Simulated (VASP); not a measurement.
Write the native input for VASP 6.6.1 that does the following.

```
Task                   : relaxation of cell and atoms
Functional             : LDA
Potentials or basis    : VASP PAW LDA potentials, release 64 (Sr_sv, Mg)
Cutoff                 : 600 eV
k mesh                 : 6 × 6 × 2
Occupations            : gaussian, width 0.1 eV
Spin                   : no spin polarisation
Dipole correction      : no
Further INCAR settings : ALGO = Normal; EDIFF = 1e-07; IBRION = 2; EDIFFG = -0.03; NSW = 80; ISIF = 3
```

The structure of SrMg lies in POSCAR:

```
SrMg
1.0
    4.0701833600      0.0000000000      0.0000000000
   -2.0350916800      3.5248821900      0.0000000000
    0.0000000000      0.0000000000     11.1098960000
Sr Mg
2 2
Direct
    0.6666666667      0.3333333333      0.1613680000
    0.3333333333      0.6666666667      0.8386320000
    0.3333333333      0.6666666667      0.4084980000
    0.6666666667      0.3333333333      0.5915020000
```

These files were run (other wordings do the same):

INCAR

```
PREC     = Accurate       # precision mode
ENCUT    = 600            # plane-wave cutoff, eV
EDIFF    = 1E-7           # SCF threshold, eV
ISMEAR   = 0              # smearing method
SIGMA    = 0.1            # smearing width, eV
LREAL    = F              # projectors in reciprocal space
LASPH    = T              # aspherical terms in the spheres
NELM     = 60             # most SCF steps
ALGO     = Normal         # electronic algorithm
ISIF     = 3              # what is computed and relaxed
LWAVE    = F              # write WAVECAR
LCHARG   = F              # write CHGCAR
IBRION   = 2              # ionic algorithm
NSW      = 80             # ionic steps
EDIFFG   = -0.03          # ionic threshold
```

KPOINTS

```
regular mesh
0
Gamma
  6 6 2
```

Potentials or basis: VASP PAW LDA potentials, release 64 (Sr_sv, Mg).

Run with:

```bash
$ cat potpaw_LDA.64/Sr_sv/POTCAR potpaw_LDA.64/Mg/POTCAR > POTCAR
$ mpirun -np 1 vasp_std > vasp.out
```

It gave:

```yaml
Relaxed_volume: 35.45 Å³/atom
Relaxed_cell: a = 3.855 Å, b = 3.855 Å, c = 11.014 Å, α = 90.00°, β = 90.00°, γ = 120.00°
Space_group_after_relaxing_to_0.05_Å: P-3m1 (No. 164)
Energy_gained_by_relaxing: 23.8 meV/atom
Ionic_steps: 11
Pressure_after_relaxing: 0.1 GPa
Largest_force_after_relaxing: 0.013 eV/Å
Band_gap_on_the_k_mesh: zero (band 12 reaches 2.21 eV, above the bottom of band 13 at 1.63 eV)
```

It took 2.7 min on 1 thread of Intel(R) Xeon(R) 6975P-C (Granite Rapids), with other jobs on the host, peak memory 0.29 GiB.
